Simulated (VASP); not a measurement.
# WC (P-6m2) in VASP: further runs

The runs below take WC through single point, with PBE.

Program: VASP 6.6.1. These are calculated values, not measurements. Logs are shortened: lines on timing, memory, paths and dates and some standing lists are left out, and cuts for length are marked.

### Step 1. The cell of the first run

The structure is hexagonal, space group P-6m2 (No. 187). Conventional cell: a = 2.922 Å, b = 2.922 Å, c = 2.847 Å, α = 90.00°, β = 90.00°, γ = 120.00°. W (site symmetry -6m2) has 6 C at 2.21 Å and 8 W at 2.85 to 2.92 Å within 3.0 Å. C (site symmetry -6m2) has 6 W at 2.21 Å and 8 C at 2.85 to 2.92 Å within 3.0 Å.

### Step 2. Single point, PBE

POSCAR

```
WC
1.0
    2.9216789054      0.0000000000      0.0000000000
   -1.4608394527      2.5302481538      0.0000000000
    0.0000000000      0.0000000000      2.8470525973
W C
1 1
Direct
    0.0000000000      0.0000000000      0.0000000000
    0.6666666667      0.3333333333      0.5000000000
```

INCAR.step1

```
PREC     = Accurate       # precision mode
ENCUT    = 520            # plane-wave cutoff, eV
EDIFF    = 1E-6           # SCF threshold, eV
ISMEAR   = 0              # smearing method
SIGMA    = 0.1            # smearing width, eV
LREAL    = F              # projectors in reciprocal space
LASPH    = T              # aspherical terms in the spheres
NELM     = 80             # most SCF steps
ALGO     = Normal         # electronic algorithm
ISIF     = 2              # what is computed and relaxed
LWAVE    = F              # write WAVECAR
LCHARG   = T              # write CHGCAR
LMAXMIX  = 4              # l up to which the mixer works
GGA      = PE             # functional
NBANDS   = 16             # bands
```

KPOINTS.step1

```
regular mesh
0
Gamma
  18 18 14
```

INCAR.step2

```
PREC     = Accurate       # precision mode
ENCUT    = 520            # plane-wave cutoff, eV
EDIFF    = 1E-6           # SCF threshold, eV
ISMEAR   = -5             # smearing method
SIGMA    = 0.1            # smearing width, eV
LREAL    = F              # projectors in reciprocal space
LASPH    = T              # aspherical terms in the spheres
NELM     = 80             # most SCF steps
ALGO     = Normal         # electronic algorithm
ISIF     = 2              # what is computed and relaxed
LWAVE    = F              # write WAVECAR
LCHARG   = F              # write CHGCAR
LMAXMIX  = 4              # l up to which the mixer works
GGA      = PE             # functional
LORBIT   = 10             # projections on sites
NEDOS    = 1001           # points of the DOS
ICHARG   = 11             # starting density
```

KPOINTS.step2

```
regular mesh
0
Gamma
  27 27 21
```

Potentials or basis: VASP PAW PBE potentials, release 64 (W_sv, C).

Run with:

```sh
cat potpaw_PBE.64/W_sv/POTCAR potpaw_PBE.64/C/POTCAR > POTCAR
cp INCAR.step1 INCAR
cp KPOINTS.step1 KPOINTS
mpirun -np 1 vasp_std > vasp.out
cp INCAR.step2 INCAR
cp KPOINTS.step2 KPOINTS
mpirun -np 1 vasp_std > vasp.out
```

OUTCAR:

```text
PREC = Accurate
   ENCUT = 520
   EDIFF = 1E-6
   ISMEAR = -5
   LREAL = F
   LASPH = T
   NELM = 80
   ISIF = 2
   GGA = PE
   LORBIT = 10
   ICHARG = 11

 ion  position               nearest neighbor table
   1  0.000  0.000  0.000-   2 2.21   2 2.21   2 2.21   2 2.21   2 2.21   2 2.21
   2  0.667  0.333  0.500-   1 2.21   1 2.21   1 2.21   1 2.21   1 2.21   1 2.21

  LATTYP: Found a hexagonal cell.
 ALAT       =     2.9216789054
 C/A-ratio  =     0.9744577311

  Lattice vectors:

 A1 = (   2.9216789054,   0.0000000000,   0.0000000000)
 A2 = (  -1.4608394527,   2.5302481538,   0.0000000000)
 A3 = (   0.0000000000,   0.0000000000,   2.8470525973)

Analysis of symmetry for initial positions (statically):
=====================================================================
 Subroutine PRICEL returns:
 Original cell was already a primitive cell.

 Routine SETGRP: Setting up the symmetry group for a
 hexagonal supercell.

 Subroutine GETGRP returns: Found 12 space group operations
 (whereof 12 operations were pure point group operations)
 out of a pool of 24 trial point group operations.

The static configuration has the point symmetry D_3h.

Analysis of symmetry for dynamics (positions and initial velocities):
=====================================================================
 Subroutine PRICEL returns:
 Original cell was already a primitive cell.

 Routine SETGRP: Setting up the symmetry group for a
 hexagonal supercell.

 Subroutine GETGRP returns: Found 12 space group operations
 (whereof 12 operations were pure point group operations)
 out of a pool of 24 trial point group operations.

The dynamic configuration has the point symmetry D_3h.

 Subroutine INISYM returns: Found 12 space group operations
 (whereof 12 operations are pure point group operations),
 and found     1 'primitive' translations

----------------------------------------------------------------------------------------

                                     Primitive cell

  volume of cell :      21.0470

  direct lattice vectors                    reciprocal lattice vectors
     2.921678905  0.000000000  0.000000000     0.342268960  0.197609076  0.000000000
    -1.460839453  2.530248154  0.000000000     0.000000000  0.395218152  0.000000000
     0.000000000  0.000000000  2.847052597     0.000000000  0.000000000  0.351240438

  length of vectors
     2.921678905  2.921678905  2.847052597     0.395218152  0.395218152  0.351240438

  position of ions in fractional coordinates (direct lattice)
     0.000000000  0.000000000  0.000000000
     0.666666667  0.333333333  0.500000000

  ion indices of the primitive-cell ions
   primitive index   ion index
                 1           1
                 2           2

----------------------------------------------------------------------------------------

 KPOINTS: regular mesh

Automatic generation of k-mesh.
 Grid dimensions read from file:
 generate k-points for:   27   27   21

 Generating k-lattice:

  Cartesian coordinates                     Fractional coordinates (reciprocal lattice)
     0.012676628  0.007318855  0.000000000     0.037037037 -0.000000000  0.000000000
     0.000000000  0.014637709  0.000000000     0.000000000  0.037037037  0.000000000
     0.000000000  0.000000000  0.016725735     0.000000000  0.000000000  0.047619048

  Length of vectors
     0.014637709  0.014637709  0.016725735

  Shift w.r.t. Gamma in fractional coordinates (k-lattice)
     0.000000000  0.000000000  0.000000000

 TETIRR: Found  15156 inequivalent tetrahedra from    91854

 Subroutine IBZKPT returns following result:
 ===========================================

 Found    825 irreducible k-points:

 Following reciprocal coordinates:
            Coordinates               Weight
  0.000000  0.000000  0.000000      1.000000
  0.037037 -0.000000  0.000000      6.000000
  0.074074 -0.000000  0.000000      6.000000
  0.111111 -0.000000  0.000000      6.000000
  0.148148  0.000000  0.000000      6.000000
  0.185185 -0.000000  0.000000      6.000000
[... 16 lines left out ...]
  0.333333  0.037037  0.000000     12.000000
  0.370370  0.037037  0.000000     12.000000
 [... further k-points ...]
   k-points           NKPTS =    825   k-points in BZ     NKDIM =    825   number of bands    NBANDS=     13
   number of dos      NEDOS =   1001   number of ions     NIONS =      2
   total plane-waves  NPLWV =  13824
   dimension x,y,z NGX =    24 NGY =   24 NGZ =   24
   dimension x,y,z NGXF=    48 NGYF=   48 NGZF=   48
   ions per type =               1   1
   NGX,Y,Z   is equivalent  to a cutoff of  13.66, 13.66, 14.01 a.u.
   NGXF,Y,Z  is equivalent  to a cutoff of  27.31, 27.31, 28.03 a.u.
 SYSTEM =  unknown system
   PREC   = accura    normal or accurate (medium, high low for compatibility)
   ISTART =      0    job   : 0-new  1-cont  2-samecut
   ICHARG =     11    charge: 1-file 2-atom 10-const
   ISPIN  =      1    spin polarized calculation?
   LNONCOLLINEAR =      F non collinear calculations
   LSORBIT =      F    spin-orbit coupling
   LASPH  =      T    aspherical Exc in radial PAW
   ENCUT  =  520.0 eV  38.22 Ry    6.18 a.u.   5.43  5.43  5.29*2*pi/ulx,y,z
   NELM   =     80;   NELMIN=  2; NELMDL=  0     # of ELM steps
   EDIFF  = 0.1E-05   stopping-criterion for ELM
   LREAL  =      F    real-space projection
   EDIFFG = 0.1E-04   stopping-criterion for IOM
   NSW    =      0    number of steps for IOM
   IBRION =     -1    ionic relax: 0-MD 1-quasi-New 2-CG
   NFREE  =      0    steps in history (QN), initial steepest desc. (CG)
   ISIF   =      2    stress and relaxation
   ISYM   =      2    0-nonsym 1-usesym 2-fastsym
   POTIM  = 0.5000    time-step for ionic-motion
   TEBEG  =    0.0;   TEEND  =   0.0 temperature during run
   PSTRESS=    0.0 pullay stress
   NELECT =      18.0000    total number of electrons
   NUPDOWN=      -1.0000    fix difference up-down
   EMIN   =  10.00;   EMAX   =-10.00  energy-range for DOS
   EFERMI =   0.00;   METHOD = LEGACY
   ISMEAR =    -5;   SIGMA  =   0.10  broadening in eV -4-tet -1-fermi 0-gaus
   EFERMI_NEDOS =   21; number of points for ismear=-14 and -15
   IALGO  =     38    algorithm
   IMIX   =      4    mixing-type and parameters
     AMIX     =   0.40;   BMIX     =  1.00
     AMIX_MAG =   1.60;   BMIX_MAG =  1.00
  volume/ion in A,a.u.               =      10.52        71.02
  Fermi-wavevector in a.u.,A,eV,Ry     =   1.553944  2.936528 32.854549  2.414741
  Thomas-Fermi vector in A             =   2.658101
   LORBIT       =     10    0 simple, 1 ext, 2 COOP (PROOUT), +10 PAW based schemes
   GGA     = PE    functional components
   LHFCALC =     F    Hartree Fock is set to
   AEXX    =    0.0000 exact exchange contribution
   IVDW    =     0    specifies the selected vdW correction
   LEPSILON=     F    determine dielectric tensor
   LRPA    =     F    only Hartree local field effects (RPA)
 non-spin polarized calculation
 Fermi weights with tetrahedron method with Bloechl corrections
  energy-cutoff  :      520.00
  volume of cell :       21.05
 maximum number of plane-waves:       587
 NGX is ok and might be reduce to    24

 number of electron      18.0000000 magnetization

 Free energy of the ion-electron system (eV)
  ---------------------------------------------------
  ext. energy  EPLUGINS =         0.00000000
  ---------------------------------------------------
  free energy    TOTEN  =       -22.44887879 eV

  energy without entropy =      -22.44887879  energy(sigma->0) =      -22.44887879

 E-fermi :  10.8573     XC(G=0): -13.7212

 val. band max:       10.9022849244   @ k =   0.3333   0.2222   0.0000
 cond. band min:      10.8528578640   @ k =   0.0741   0.0741   0.4762
 fundamental gap:     -0.0494270604
 Fermi energy:        10.8572536821

 k-point     1 :       0.0000    0.0000    0.0000
  band No.  band energies     occupation
      1     -63.1558      2.00000
      2     -27.1323      2.00000
      3     -27.0418      2.00000
      4     -27.0418      2.00000
      5      -3.4641      2.00000
      6       6.6474      2.00000
      7       7.5937      2.00000
      8       7.5937      2.00000
      9      10.9784     -0.70459
     10      14.0505      0.00000
     11      14.0505      0.00000
     12      16.4298      0.00000
     13      16.4298      0.00000

 k-point     2 :       0.0370   -0.0000    0.0000
  band No.  band energies     occupation
      1     -63.1551      2.00000
      2     -27.1309      2.00000
      3     -27.0527      2.00000
      4     -27.0443      2.00000
      5      -3.4284      2.00000
      6       6.6622      2.00000
      7       7.5381      2.00000
      8       7.6270      2.00000
      9      10.8599      1.44110
     10      14.0376      0.00000
     11      14.1814      0.00000
     12      16.3498      0.00000
     13      16.4036      0.00000

 k-point     3 :       0.0741   -0.0000    0.0000
  band No.  band energies     occupation
      1     -63.1529      2.00000
      2     -27.1267      2.00000
      3     -27.0849      2.00000
      4     -27.0516      2.00000
      5      -3.3227      2.00000
      6       6.6881      2.00000
      7       7.3990      2.00000
      8       7.7256      2.00000
      9      10.5564      2.00020
     10      13.9998      0.00000
     11      14.5203      0.00000
     12      16.1309      0.00000
     13      16.3288      0.00000
[... 305 lines left out ...]
 k-point    23 :       0.3333    0.0370    0.0000
  band No.  band energies     occupation
      1     -63.1123      2.00000
      2     -27.6610      2.00000
      3     -27.1924      2.00000
      4     -27.0484      2.00000
      5      -0.9957      2.00000
      6       4.5266      2.00000
      7       7.7273      2.00000
      8       7.8001      2.00000
      9       9.7786      2.00000
     10      13.2862      0.00000
     11      14.4828      0.00000
     12      15.4508      0.00000
     13      17.4664      0.00000

 k-point    24 :       0.3704    0.0370    0.0000
  band No.  band energies     occupation
      1     -63.1077      2.00000
      2     -27.7226      2.00000
      3     -27.2079      2.00000
      4     -27.0395      2.00000
      5      -0.6636      2.00000
      6       4.2780      2.00000
      7       7.6029      2.00000
      8       7.6138      2.00000
      9      10.0412      2.00000
     10      13.2127      0.00000
     11      14.7212      0.00000
     12      15.4512      0.00000
     13      17.6040      0.00000

 [... further k-points ...]

------------------------ aborting loop because EDIFF is reached ----------------------------------------

  FORCE on cell =-STRESS in cart. coord.  units (eV):
  Direction    XX          YY          ZZ          XY          YZ          ZX
  --------------------------------------------------------------------------------------
  -------------------------------------------------------------------------------------
  Total        0.1201779      0.1201779      0.1501109      0.0000000      0.0000000      0.0000000
  in kB        9.1483745      9.1483745     11.4269886      0.0000000      0.0000000      0.0000000
  external PRESSURE =       9.9079125 kB  Pullay stress =       0.0000000 kB

 VOLUME and BASIS-vectors are now :
 -----------------------------------------------------------------------------
  energy-cutoff  :      520.00
  volume of cell :       21.05
      direct lattice vectors                 reciprocal lattice vectors
     2.921678905  0.000000000  0.000000000     0.342268960  0.197609076  0.000000000
    -1.460839453  2.530248154  0.000000000     0.000000000  0.395218152  0.000000000
     0.000000000  0.000000000  2.847052597     0.000000000  0.000000000  0.351240438

 POSITION                                       TOTAL-FORCE (eV/Angst)
 -----------------------------------------------------------------------------------
      0.00000      0.00000      0.00000         0.000000     -0.000000      0.000000
      1.46084      0.84342      1.42353        -0.000000      0.000000      0.000000
 -----------------------------------------------------------------------------------
    total drift:                               -0.000004      0.000003      0.000000

  FREE ENERGIE OF THE ION-ELECTRON SYSTEM (eV)
  ---------------------------------------------------
  free  energy   TOTEN  =       -22.4488787920 eV

  energy  without entropy=      -22.4488787920  energy(sigma->0) =      -22.44887879

 total charge

# of ion       s       p       d       tot
------------------------------------------
    1        2.345   6.415   3.378  12.138
    2        0.853   1.565   0.000   2.418
--------------------------------------------------
tot          3.198   7.979   3.378  14.556
```

Run time: 2.1 min. Hardware: 1 thread of Intel Xeon Platinum 8259CL at 2.50GHz (Skylake/Cascade Lake), shared host; peak memory 0.37 GiB.

What came out:

```
Valence electrons inside the program's atomic spheres : W 12.14; C 2.42
```

Levels at points of the mesh, in eV from the Fermi level:
| k point | band 5 | band 6 | band 7 | band 8 | band 9 | band 10 | band 11 | band 12 | band 13 |
| --- | --- | --- | --- | --- | --- | --- | --- | --- | --- |
| (0.00, 0.00, 0.00) | -14.32 | -4.21 | -3.26 | -3.26 | 0.12 | 3.19 | 3.19 | 5.57 | 5.57 |

Caveat: spin-orbit coupling is left out, which moves the levels of the heavy elements.

### Step 3. Single point, PBE

POSCAR

```
WC
1.0
    2.9216789062      0.0000000000      0.0000000000
   -1.4608394531      2.5302481545      0.0000000000
    0.0000000000      0.0000000000      2.8470525963
W C
1 1
Direct
    0.0000000000      0.0000000000      0.0000000000
    0.6666666667      0.3333333333      0.5000000000
```

INCAR.step1, as its differences from that of step 2:

```diff
@@ -1,3 +1,3 @@
 PREC     = Accurate       # precision mode
-ENCUT    = 520            # plane-wave cutoff, eV
+ENCUT    = 1000           # plane-wave cutoff, eV
 EDIFF    = 1E-6           # SCF threshold, eV
@@ -7,3 +7,3 @@
 LASPH    = T              # aspherical terms in the spheres
-NELM     = 80             # most SCF steps
+NELM     = 120            # most SCF steps
 ALGO     = Normal         # electronic algorithm
@@ -15 +15,4 @@
 NBANDS   = 16             # bands
+GGA_COMPAT= F            
+NEDOS    = 2001           # points of the DOS
+LORBIT   = 11             # projections on sites
```

KPOINTS.step1 is that of step 2.

INCAR.step2, as its differences from that of step 2:

```diff
@@ -1,3 +1,3 @@
 PREC     = Accurate       # precision mode
-ENCUT    = 520            # plane-wave cutoff, eV
+ENCUT    = 1000           # plane-wave cutoff, eV
 EDIFF    = 1E-6           # SCF threshold, eV
@@ -7,3 +7,3 @@
 LASPH    = T              # aspherical terms in the spheres
-NELM     = 80             # most SCF steps
+NELM     = 120            # most SCF steps
 ALGO     = Normal         # electronic algorithm
@@ -17 +17,2 @@
 ICHARG   = 11             # starting density
+GGA_COMPAT= F
```

KPOINTS.step2 is that of step 2.

Potentials or basis: VASP PAW PBE potentials, release 64 (W_sv, C_h).

Run with:

```sh
cat potpaw_PBE.64/W_sv/POTCAR potpaw_PBE.64/C_h/POTCAR > POTCAR
cp INCAR.step1 INCAR
cp KPOINTS.step1 KPOINTS
mpirun -np 1 vasp_std > vasp.out
cp INCAR.step2 INCAR
cp KPOINTS.step2 KPOINTS
mpirun -np 1 vasp_std > vasp.out
```

Wall time 4.1 min (1 thread of Intel Xeon Platinum 8488C (Sapphire Rapids), shared host); peak memory 0.72 GiB.

It converged, with:

```
Valence electrons inside the program's atomic spheres : W 12.14; C 1.40
```

Levels at points of the mesh, in eV from the Fermi level:
| k point | band 5 | band 6 | band 7 | band 8 | band 9 | band 10 | band 11 | band 12 | band 13 |
| --- | --- | --- | --- | --- | --- | --- | --- | --- | --- |
| (0.00, 0.00, 0.00) | -14.32 | -4.21 | -3.26 | -3.26 | 0.12 | 3.19 | 3.19 | 5.57 | 5.57 |

Caveat: spin-orbit coupling is left out, which moves the levels of the heavy elements.
